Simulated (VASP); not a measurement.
# PbS (I4/mmm) in VASP: notebook, part 2 of 3

VASP 6.6.1. The steps go on from the part before.

## (3) Single point, r2SCAN (strain +0.0350 x Voigt [1, 1, 0, 0, 0, 0])

Contents of POSCAR:

```
PbS
1.0
    0.0000000000      3.0687750000      2.9650000000
    3.0687750000      0.0000000000      2.9650000000
    3.0687750000      3.0687750000      0.0000000000
Pb S
1 1
Direct
    0.0000000000      0.0000000000      0.0000000000
    0.5000000000      0.5000000000      0.5000000000
```

Contents of INCAR.step1:

```
SYSTEM = PbS
  ALGO = Normal
  EDIFF = 1E-4
  ENCUT = 520
  GGA = PE
  ISMEAR = 0
  LASPH = .TRUE.
  LCHARG = .FALSE.
  LREAL = .FALSE.
  LWAVE = .TRUE.
  NBANDS = 17
  NELM = 100
  PREC = Accurate
  SIGMA = 0.05
```

Contents of INCAR.step2:

```
SYSTEM = PbS
  ALGO = Normal
  EDIFF = 1E-6
  ENCUT = 520
  ISIF = 2
  ISMEAR = 0
  ISTART = 1
  LASPH = .TRUE.
  LCHARG = .TRUE.
  LELF = .TRUE.
  LMIXTAU = .TRUE.
  LREAL = .FALSE.
  LVHAR = .TRUE.
  LWAVE = .FALSE.
  METAGGA = R2SCAN
  NBANDS = 17
  NELM = 100
  PREC = Accurate
  SIGMA = 0.05
```

Contents of KPOINTS:

```
k-points
0
G
  8 8 8
  0 0 0
```

Potentials or basis: VASP PAW PBE potentials, release 64 (Pb_d, S).

The run is started by

```console
> cat potpaw_PBE.64/Pb_d/POTCAR potpaw_PBE.64/S/POTCAR > POTCAR
> cp INCAR.step1 INCAR
> mpirun -np 1 vasp_std > vasp.out
> cp INCAR.step2 INCAR
> mpirun -np 1 vasp_std > vasp.out
```

OUTCAR:

```text
SYSTEM = PbS
   EDIFF = 1E-6
   ENCUT = 520
   ISIF = 2
   ISMEAR = 0
   ISTART = 1
   LASPH = .TRUE.
   LREAL = .FALSE.
   METAGGA = R2SCAN
   NELM = 100
   PREC = Accurate

 ion  position               nearest neighbor table
   1  0.000  0.000  0.000-   2 2.96   2 2.96   2 3.07   2 3.07   2 3.07   2 3.07
   2  0.500  0.500  0.500-   1 2.96   1 2.96   1 3.07   1 3.07   1 3.07   1 3.07

  LATTYP: Found a body centered tetragonal cell.
 ALAT       =     4.3399032249
 C/A-ratio  =     1.3663899153

  Lattice vectors:

 A1 = (   0.0000000000,  -3.0687750000,  -2.9650000000)
 A2 = (   0.0000000000,   3.0687750000,  -2.9650000000)
 A3 = (   3.0687750000,   0.0000000000,   2.9650000000)

Analysis of symmetry for initial positions (statically):
=====================================================================
 Subroutine PRICEL returns:
 Original cell was already a primitive cell.

 Routine SETGRP: Setting up the symmetry group for a
 body centered tetragonal supercell.

 Subroutine GETGRP returns: Found 16 space group operations
 (whereof 16 operations were pure point group operations)
 out of a pool of 16 trial point group operations.

The static configuration has the point symmetry D_4h.

Analysis of symmetry for dynamics (positions and initial velocities):
=====================================================================
 Subroutine PRICEL returns:
 Original cell was already a primitive cell.

 Routine SETGRP: Setting up the symmetry group for a
 body centered tetragonal supercell.

 Subroutine GETGRP returns: Found 16 space group operations
 (whereof 16 operations were pure point group operations)
 out of a pool of 16 trial point group operations.

The dynamic configuration has the point symmetry D_4h.

 Subroutine INISYM returns: Found 16 space group operations
 (whereof 16 operations are pure point group operations),
 and found     1 'primitive' translations

----------------------------------------------------------------------------------------

                                     Primitive cell

  volume of cell :      55.8451
[... 104 lines left out ...]
   ISMEAR =     0;   SIGMA  =   0.05  broadening in eV -4-tet -1-fermi 0-gaus
   EFERMI_NEDOS =   21; number of points for ismear=-14 and -15
   IALGO  =     38    algorithm
   IMIX   =      4    mixing-type and parameters
     AMIX     =   0.40;   BMIX     =  1.00
     AMIX_MAG =   1.60;   BMIX_MAG =  1.00
  volume/ion in A,a.u.               =      27.92       188.43
  Fermi-wavevector in a.u.,A,eV,Ry     =   1.162581  2.196960 18.389562  1.351595
  Thomas-Fermi vector in A             =   2.299141
   LORBIT       =      0    0 simple, 1 ext, 2 COOP (PROOUT), +10 PAW based schemes
   METAGGA = R2SCAN    functional components
   LHFCALC =     F    Hartree Fock is set to
   AEXX    =    0.0000 exact exchange contribution
   IVDW    =     0    specifies the selected vdW correction
   LEPSILON=     F    determine dielectric tensor
   LRPA    =     F    only Hartree local field effects (RPA)
 non-spin polarized calculation
 Gauss-broadening in eV      SIGMA  =   0.05
  energy-cutoff  :      520.00
  volume of cell :       55.85
 maximum number of plane-waves:      1524
   NGX = 15   NGY = 15   NGZ = 17

 number of electron      20.0000004 magnetization

 Free energy of the ion-electron system (eV)
  ---------------------------------------------------
  ext. energy  EPLUGINS =         0.00000000
  ---------------------------------------------------
  free energy    TOTEN  =       -65.57905474 eV

  energy without entropy =      -65.57905474  energy(sigma->0) =      -65.57905474

 E-fermi :   4.9847     XC(G=0):  -9.9130

 val. band max:        4.7810883340   @ k =   0.5000   0.0000   0.0000
 cond. band min:       5.6078864219   @ k =   0.5000   0.0000   0.0000
 fundamental gap:      0.8267980879
 Fermi energy:         4.9847207302

 k-point     1 :       0.0000    0.0000    0.0000
  band No.  band energies     occupation
      1     -12.5378      2.00000
      2     -12.5243      2.00000
      3     -12.5243      2.00000
      4     -12.5242      2.00000
      5     -12.5000      2.00000
      6      -8.7825      2.00000
[... 457 lines left out ...]
      4     -12.5065      2.00000
      5     -12.4907      2.00000
      6      -7.9670      2.00000
[... 9 lines left out ...]
     16      15.0835      0.00000
     17      16.7560      0.00000

 [... further k-points ...]
[... 5 lines left out ...]
  --------------------------------------------------------------------------------------
  -------------------------------------------------------------------------------------
  Total       -1.2106712     -1.2106712      0.0231458      0.0000000      0.0000000     -0.0000000
  in kB      -34.7337773    -34.7337773      0.6640454      0.0000000      0.0000000     -0.0000000
  external PRESSURE =     -22.9345031 kB  Pullay stress =       0.0000000 kB

 VOLUME and BASIS-vectors are now :
 -----------------------------------------------------------------------------
  energy-cutoff  :      520.00
  volume of cell :       55.85
      direct lattice vectors                 reciprocal lattice vectors
     0.000000000  3.068775000  2.965000000    -0.162931463  0.162931463  0.168634064
     3.068775000  0.000000000  2.965000000     0.162931463 -0.162931463  0.168634064
     3.068775000  3.068775000  0.000000000     0.162931463  0.162931463 -0.168634064

 POSITION                                       TOTAL-FORCE (eV/Angst)
 -----------------------------------------------------------------------------------
      0.00000      0.00000      0.00000        -0.000000     -0.000000      0.000000
      3.06878      3.06878      2.96500         0.000000      0.000000      0.000000
 -----------------------------------------------------------------------------------
    total drift:                                0.000000     -0.000000     -0.000000

  FREE ENERGIE OF THE ION-ELECTRON SYSTEM (eV)
  ---------------------------------------------------
  free  energy   TOTEN  =       -65.5790547422 eV

  energy  without entropy=      -65.5790547422  energy(sigma->0) =      -65.57905474
```

OUTCAR.step1:

```text
SYSTEM = PbS
   EDIFF = 1E-4
   ENCUT = 520
   GGA = PE
   ISMEAR = 0
   LASPH = .TRUE.
   LREAL = .FALSE.
[... 701 lines left out ...]
      0.00000      0.00000      0.00000        -0.000000      0.000000      0.000000
      3.06878      3.06878      2.96500         0.000000     -0.000000     -0.000000
 -----------------------------------------------------------------------------------
    total drift:                                0.000000     -0.000000     -0.000000

  FREE ENERGIE OF THE ION-ELECTRON SYSTEM (eV)
  ---------------------------------------------------
  free  energy   TOTEN  =        -8.7489907427 eV

  energy  without entropy=       -8.7489907427  energy(sigma->0) =       -8.74899074
```

It used 110 s of CPU time on 1 thread of Intel Xeon 6975P-C (shared host).

Results:

```
Free energy            : -65.5791 eV
Pressure               : -2.3 GPa
Band gap on the k mesh : 0.83 eV, direct
```

Stress tensor (GPa, compression positive):
```
-3.47  0.00  0.00
 0.00 -3.47  0.00
 0.00  0.00  0.07
```

Caveat: the cell differs from its parent crystal (strain +0.0350 x Voigt [1, 1, 0, 0, 0, 0]); the PAW data sets were made with another functional, which shifts forces and pressure a little; spin-orbit coupling is left out, which moves the levels of the heavy elements. A k mesh can miss the band edges.

(Part 2 of 3 ends here.)
